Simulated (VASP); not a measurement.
# BeZn3Se4 (P-43m) in VASP: a series of runs

Runs on BeZn3Se4. Level: PBE. Tasks: single point.

All numbers are computed with VASP 6.6.1; they aren't measurements. Logs are shortened: lines on timing, memory, paths and dates and some standing lists are left out, and cuts for length are marked.

### Step 1. The cell of the first run

It takes space group P-43m (No. 215, cubic). The conventional cell has a = 5.476 Å, b = 5.476 Å, c = 5.476 Å, α = 90.00°, β = 90.00°, γ = 90.00°. Within 3.1 Å of Be (site symmetry -43m) lie 4 Se at 2.37 Å. Within 3.1 Å of Zn (site symmetry -42m) lie 4 Se at 2.37 Å. Within 3.1 Å of Se (site symmetry 3m) lie 1 Be at 2.37 Å and 3 Zn at 2.37 Å.

### Step 2. Single point, PBE

INCAR reads:

```
PREC = Accurate
ENCUT = 520
EDIFF = 1E-6
ISMEAR = 0
SIGMA = 0.1
LREAL = False
LASPH = True
NELM = 80
ALGO = Normal
ISIF = 2
LWAVE = False
LCHARG = False
GGA = PE
NBANDS = 41
```

KPOINTS reads:

```
Automatic mesh
0
Gamma
  4 4 4
```

POSCAR reads:

```
BeZn3Se4
1.0
    5.4764350500      0.0000000000      0.0000000000
    0.0000000000      5.4764350500      0.0000000000
    0.0000000000      0.0000000000      5.4764350500
Be Zn Se
1 3 4
Direct
    0.0000000000      0.0000000000      0.0000000000
    0.0000000000      0.5000000000      0.5000000000
    0.5000000000      0.0000000000      0.5000000000
    0.5000000000      0.5000000000      0.0000000000
    0.2500000000      0.2500000000      0.7500000000
    0.2500000000      0.7500000000      0.2500000000
    0.7500000000      0.2500000000      0.2500000000
    0.7500000000      0.7500000000      0.7500000000
```

Potentials or basis: VASP PAW PBE potentials, release 64 (Be, Zn, Se).

The run is started by

```bash
$ cat potpaw_PBE.64/Be/POTCAR potpaw_PBE.64/Zn/POTCAR potpaw_PBE.64/Se/POTCAR > POTCAR
$ mpirun -np 1 vasp_std > vasp.out
```

OUTCAR:

```text
PREC = Accurate
   ENCUT = 520
   EDIFF = 1E-6
   ISMEAR = 0
   LREAL = False
   LASPH = True
   NELM = 80
   ISIF = 2
   GGA = PE

 ion  position               nearest neighbor table
   1  0.000  0.000  0.000-   5 2.37   6 2.37   7 2.37   8 2.37
   2  0.000  0.500  0.500-   5 2.37   6 2.37   7 2.37   8 2.37
   3  0.500  0.000  0.500-   5 2.37   6 2.37   7 2.37   8 2.37
   4  0.500  0.500  0.000-   5 2.37   6 2.37   7 2.37   8 2.37
   5  0.250  0.250  0.750-   1 2.37   2 2.37   3 2.37   4 2.37
   6  0.250  0.750  0.250-   1 2.37   2 2.37   3 2.37   4 2.37
   7  0.750  0.250  0.250-   1 2.37   2 2.37   3 2.37   4 2.37
   8  0.750  0.750  0.750-   1 2.37   2 2.37   3 2.37   4 2.37

  LATTYP: Found a simple cubic cell.
 ALAT       =     5.4764350500

  Lattice vectors:

 A1 = (   5.4764350500,   0.0000000000,   0.0000000000)
 A2 = (   0.0000000000,   5.4764350500,   0.0000000000)
 A3 = (   0.0000000000,   0.0000000000,   5.4764350500)

Analysis of symmetry for initial positions (statically):
=====================================================================
 Subroutine PRICEL returns:
 Original cell was already a primitive cell.

 Routine SETGRP: Setting up the symmetry group for a
 simple cubic supercell.

 Subroutine GETGRP returns: Found 24 space group operations
 (whereof 24 operations were pure point group operations)
 out of a pool of 48 trial point group operations.

The static configuration has the point symmetry T_d .

Analysis of symmetry for dynamics (positions and initial velocities):
=====================================================================
 Subroutine PRICEL returns:
 Original cell was already a primitive cell.

 Routine SETGRP: Setting up the symmetry group for a
 simple cubic supercell.

 Subroutine GETGRP returns: Found 24 space group operations
 (whereof 24 operations were pure point group operations)
 out of a pool of 48 trial point group operations.

The dynamic configuration has the point symmetry T_d .

 Subroutine INISYM returns: Found 24 space group operations
 (whereof 24 operations are pure point group operations),
 and found     1 'primitive' translations

[... 91 lines left out ...]
   EDIFF  = 0.1E-05   stopping-criterion for ELM
   LREAL  =      F    real-space projection
   EDIFFG = 0.1E-04   stopping-criterion for IOM
   NSW    =      0    number of steps for IOM
   IBRION =     -1    ionic relax: 0-MD 1-quasi-New 2-CG
   NFREE  =      0    steps in history (QN), initial steepest desc. (CG)
   ISIF   =      2    stress and relaxation
   ISYM   =      2    0-nonsym 1-usesym 2-fastsym
   POTIM  = 0.5000    time-step for ionic-motion
   TEBEG  =    0.0;   TEEND  =   0.0 temperature during run
   PSTRESS=    0.0 pullay stress
   NELECT =      62.0000    total number of electrons
   NUPDOWN=      -1.0000    fix difference up-down
   EMIN   =  10.00;   EMAX   =-10.00  energy-range for DOS
   EFERMI =   0.00;   METHOD = LEGACY
   ISMEAR =     0;   SIGMA  =   0.10  broadening in eV -4-tet -1-fermi 0-gaus
   EFERMI_NEDOS =   21; number of points for ismear=-14 and -15
   IALGO  =     38    algorithm
   IMIX   =      4    mixing-type and parameters
     AMIX     =   0.40;   BMIX     =  1.00
     AMIX_MAG =   1.60;   BMIX_MAG =  1.00
  volume/ion in A,a.u.               =      20.53       138.55
  Fermi-wavevector in a.u.,A,eV,Ry     =   1.183153  2.235834 19.046119  1.399850
  Thomas-Fermi vector in A             =   2.319393
   LORBIT       =      0    0 simple, 1 ext, 2 COOP (PROOUT), +10 PAW based schemes
   GGA     = PE    functional components
   LHFCALC =     F    Hartree Fock is set to
   AEXX    =    0.0000 exact exchange contribution
   IVDW    =     0    specifies the selected vdW correction
   LEPSILON=     F    determine dielectric tensor
   LRPA    =     F    only Hartree local field effects (RPA)
 non-spin polarized calculation
 Gauss-broadening in eV      SIGMA  =   0.10
  energy-cutoff  :      520.00
  volume of cell :      164.25
 maximum number of plane-waves:      4468
 NGX is ok and might be reduce to    42
   NGX = 21   NGY = 21   NGZ = 21

 number of electron      61.9999927 magnetization

 Free energy of the ion-electron system (eV)
  ---------------------------------------------------
  ext. energy  EPLUGINS =         0.00000000
  ---------------------------------------------------
  free energy    TOTEN  =       -26.20344857 eV

  energy without entropy =      -26.20344857  energy(sigma->0) =      -26.20344857

 E-fermi :   2.8319     XC(G=0):  -9.5230

 val. band max:        2.3669075838   @ k =   0.0000   0.0000   0.0000
 cond. band min:       4.4055740781   @ k =   0.0000   0.0000   0.0000
 fundamental gap:      2.0386664943
 Fermi energy:         2.8319389847

 k-point     1 :       0.0000    0.0000    0.0000
  band No.  band energies     occupation
      1     -11.3258      2.00000
      2     -10.0301      2.00000
      3     -10.0301      2.00000
      4     -10.0301      2.00000
      5      -4.4296      2.00000
      6      -4.3803      2.00000
[... 429 lines left out ...]
     40       8.7548      0.00000
     41       8.8915      0.00000

------------------------ aborting loop because EDIFF is reached ----------------------------------------

  FORCE on cell =-STRESS in cart. coord.  units (eV):
  Direction    XX          YY          ZZ          XY          YZ          ZX
  --------------------------------------------------------------------------------------
  -------------------------------------------------------------------------------------
  Total        6.0799781      6.0799781      6.0799781      0.0000000      0.0000000     -0.0000000
  in kB       59.3087500     59.3087500     59.3087500      0.0000000      0.0000000     -0.0000000
  external PRESSURE =      59.3087500 kB  Pullay stress =       0.0000000 kB

 VOLUME and BASIS-vectors are now :
 -----------------------------------------------------------------------------
  energy-cutoff  :      520.00
  volume of cell :      164.25
      direct lattice vectors                 reciprocal lattice vectors
     5.476435050  0.000000000  0.000000000     0.182600540  0.000000000  0.000000000
     0.000000000  5.476435050  0.000000000     0.000000000  0.182600540  0.000000000
     0.000000000  0.000000000  5.476435050     0.000000000  0.000000000  0.182600540

 POSITION                                       TOTAL-FORCE (eV/Angst)
 -----------------------------------------------------------------------------------
      0.00000      0.00000      0.00000        -0.000000      0.000000      0.000000
      0.00000      2.73822      2.73822        -0.000000     -0.000000     -0.000000
      2.73822      0.00000      2.73822        -0.000000     -0.000000     -0.000000
      2.73822      2.73822      0.00000        -0.000000     -0.000000      0.000000
      1.36911      1.36911      4.10733        -0.867737     -0.867737      0.867737
      1.36911      4.10733      1.36911        -0.867737      0.867737     -0.867737
      4.10733      1.36911      1.36911         0.867737     -0.867737     -0.867737
      4.10733      4.10733      4.10733         0.867737      0.867737      0.867737
 -----------------------------------------------------------------------------------
    total drift:                               -0.000000      0.000000     -0.000000

  FREE ENERGIE OF THE ION-ELECTRON SYSTEM (eV)
  ---------------------------------------------------
  free  energy   TOTEN  =       -26.2034485698 eV

  energy  without entropy=      -26.2034485698  energy(sigma->0) =      -26.20344857
```

OSZICAR:

```text
N       E                     dE             d eps       ncg     rms          rms(c)
DAV:   1     0.473360783964E+03    0.47336E+03   -0.27786E+04   820   0.167E+03
DAV:   2     0.331833187007E+02   -0.44018E+03   -0.41719E+03   828   0.385E+02
DAV:   3    -0.248758324220E+02   -0.58059E+02   -0.56655E+02   938   0.135E+02
DAV:   4    -0.272010346895E+02   -0.23252E+01   -0.23154E+01   973   0.264E+01
DAV:   5    -0.272251213477E+02   -0.24087E-01   -0.24079E-01   934   0.267E+00    0.102E+01
DAV:   6    -0.262282433196E+02    0.99688E+00   -0.23817E+00  1117   0.379E+01    0.774E+00
DAV:   7    -0.262036524589E+02    0.24591E-01   -0.19491E+00   956   0.621E+00    0.295E+00
DAV:   8    -0.262022611254E+02    0.13913E-02   -0.56598E-02   963   0.276E+00    0.973E-01
DAV:   9    -0.262030573796E+02   -0.79625E-03   -0.17316E-02  1078   0.177E+00    0.143E-01
DAV:  10    -0.262031651293E+02   -0.10775E-03   -0.26538E-03  1036   0.697E-01    0.764E-02
DAV:  11    -0.262034130502E+02   -0.24792E-03   -0.73627E-04   924   0.173E-01    0.228E-02
DAV:  12    -0.262034438340E+02   -0.30784E-04   -0.61281E-05  1011   0.655E-02    0.112E-02
DAV:  13    -0.262034478128E+02   -0.39788E-05   -0.33150E-05   897   0.656E-02    0.536E-03
DAV:  14    -0.262034485698E+02   -0.75706E-06   -0.23789E-06   777   0.181E-02
   1 F= -.26203449E+02 E0= -.26203449E+02  d E =-.107291E-11
```

stdout:

```text
POSCAR found type information on POSCAR BeZnSe
 POSCAR found :  3 types and       8 ions
 scaLAPACK will be used
 LDA part: xc-table for (Slater+PW92), standard interpolation
 POSCAR, INCAR and KPOINTS ok, starting setup
 FFT: planning ... GRIDC
 FFT: planning ... GRID_SOFT
 FFT: planning ... GRID
 WAVECAR not read
 entering main loop
```

Wall time 51 s (1 thread of Intel Xeon Platinum 8488C (Sapphire Rapids), shared host); peak memory 0.28 GiB.

Results:

| Item | Value |
| --- | --- |
| Free energy | -26.2034 eV |
| Pressure | 5.9 GPa |
| Band gap on the k mesh | 2.04 eV, direct |

### Step 3. Single point, PBE

This run uses another cell than the first one, of 21.86 Å³/atom, 1.065 times its volume.

INCAR reads:

```
  ALGO = Normal
  EDIFF = 1E-7
  ENCUT = 520
  GGA = PE
  ISIF = 2
  ISMEAR = 0
  LASPH = True
  LCHARG = True
  LELF = True
  LREAL = False
  LVHAR = True
  LWAVE = False
  NBANDS = 41
  NELM = 80
  PREC = Accurate
  SIGMA = 0.02
```

KPOINTS reads:

```
k-points
0
Gamma
  6 6 6
```

POSCAR reads:

```
BeZn3Se4
1.0
    5.5919056067      0.0000000000      0.0000000000
    0.0000000000      5.5919056067      0.0000000000
    0.0000000000      0.0000000000      5.5919056067
Be Zn Se
1 3 4
Direct
    0.0000000000      0.0000000000      0.0000000000
    0.0000000000      0.5000000000      0.5000000000
    0.5000000000      0.0000000000      0.5000000000
    0.5000000000      0.5000000000      0.0000000000
    0.2355685563      0.2355685563      0.7644314437
    0.2355685563      0.7644314437      0.2355685563
    0.7644314437      0.2355685563      0.2355685563
    0.7644314437      0.7644314437      0.7644314437
```

Potentials or basis: VASP PAW PBE potentials, release 64 (Be, Zn, Se).

The run is started by

```bash
$ cat potpaw_PBE.64/Be/POTCAR potpaw_PBE.64/Zn/POTCAR potpaw_PBE.64/Se/POTCAR > POTCAR
$ mpirun -np 1 vasp_std > vasp.out
```

It took 1.8 min on 1 thread of Intel Xeon Platinum 8488C (Sapphire Rapids), shared host; peak memory 0.32 GiB.

It converged, with:

```yaml
Free_energy: -26.8089 eV
Pressure: 0.2 GPa
Largest_force: 0.015 eV/Å
Band_gap_on_the_k_mesh: 1.76 eV, direct
```

Forces in eV/Å, atoms in the order of the input:
```
Be   0.000  0.000  0.000
Zn   0.000  0.000  0.000
Zn   0.000  0.000  0.000
Zn   0.000  0.000  0.000
Se  -0.008 -0.008  0.008
Se  -0.008  0.008 -0.008
Se   0.008 -0.008 -0.008
Se   0.008  0.008  0.008
```

Levels at points of the mesh, in eV from the valence-band top:
```tsv
k point	band 29	band 30	band 31	band 32	band 33	band 34
(0.00, 0.00, 0.00)	0.00	0.00	0.00	1.76	3.02	3.02
(0.50, 0.00, 0.00)	-1.41	-0.98	-0.98	3.72	3.97	4.24
(0.50, 0.50, 0.00)	-1.07	-0.95	-0.43	3.57	4.50	4.50
(0.50, 0.50, 0.50)	-0.68	-0.60	-0.60	2.61	2.61	2.61
```

As with any semilocal functional, this PBE gap is likely too small.
